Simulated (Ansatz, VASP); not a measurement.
# Two plane-wave programs on WS2

Contents of INCAR:

```
PREC = Accurate
ENCUT = 520
EDIFF = 1E-7
ISMEAR = 0
SIGMA = 0.05
LREAL = F
LASPH = T
NELM = 80
ALGO = Normal
ISIF = 2
LWAVE = F
LCHARG = T
GGA = PE
IVDW = 12
LELF = T
LVHAR = T
NBANDS = 35
```

Contents of KPOINTS:

```
Automatic mesh
0
Gamma
  12 12 4
```

The input POSCAR:

```
WS2
1.0
    3.0280379359      0.0000000000      0.0000000000
   -1.5140189679      2.6223577761      0.0000000000
    0.0000000000      0.0000000000     12.1399091344
W S
2 4
Direct
    0.3333333333      0.6666666667      0.2500000000
    0.6666666667      0.3333333333      0.7500000000
    0.3333333333      0.6666666667      0.6202874207
    0.6666666667      0.3333333333      0.1202874207
    0.3333333333      0.6666666667      0.8797125793
    0.6666666667      0.3333333333      0.3797125793
```

Input for Ansatz:

```yaml
crystal:
  lattice:
    - [3.0280379359, 0.0, 0.0]
    - [-1.5140189679, 2.6223577761, 0.0]
    - [0.0, 0.0, 12.1399091344]
  atoms:
    - { symbol: W, position: [0.3333333333, 0.6666666667, 0.25] }
    - { symbol: W, position: [0.6666666667, 0.3333333333, 0.75] }
    - { symbol: S, position: [0.3333333333, 0.6666666667, 0.6202874207] }
    - { symbol: S, position: [0.6666666667, 0.3333333333, 0.1202874207] }
    - { symbol: S, position: [0.3333333333, 0.6666666667, 0.8797125793] }
    - { symbol: S, position: [0.6666666667, 0.3333333333, 0.3797125793] }
basis:
  ecutwfc: 420
kpoints:
  mp_grid: { grid: [12, 12, 4] }
hamiltonian:
  xc: pbe
  dispersion: d3bj
scf:
  occupations: { method: gaussian, width: 0.05 }
output:
  forces: true
  stress: true
  eigenvalues: true
```

Change from the starting cell: strain -0.040 along x and y, +0.000 along z, atoms carried along.

Alike in both runs: task single point; functional PBE; dispersion D3(BJ); k mesh 12 × 12 × 4; occupations gaussian, width 0.05 eV; no spin polarisation.

|  | VASP | Ansatz |
| --- | --- | --- |
| version | VASP 6.6.1 | Ansatz 0.2.0 |
| potentials or method | VASP PAW PBE potentials, release 64 (W_sv, S), cutoff 520 eV | scalar-relativistic, plane waves, PAW |
| valence electrons in the cell | 52 | 52 |

```csv
,VASP,Ansatz,Ansatz less VASP
gap on the k mesh at the Fermi level (eV),0.97,0.95,-0.018
least direct gap on the mesh (eV),2.29,2.29,+0.004
pressure (GPa),15.9,15.9,+0.01
"traceless stress, the component that is largest in VASP (GPa)",-5.07,-5.05,+0.021
rms of the force components (eV/Å),0.493,0.491,-0.0014
```

Atom by atom the forces differ by 0.001 eV/Å (rms over components).

Spin-orbit coupling is off throughout.
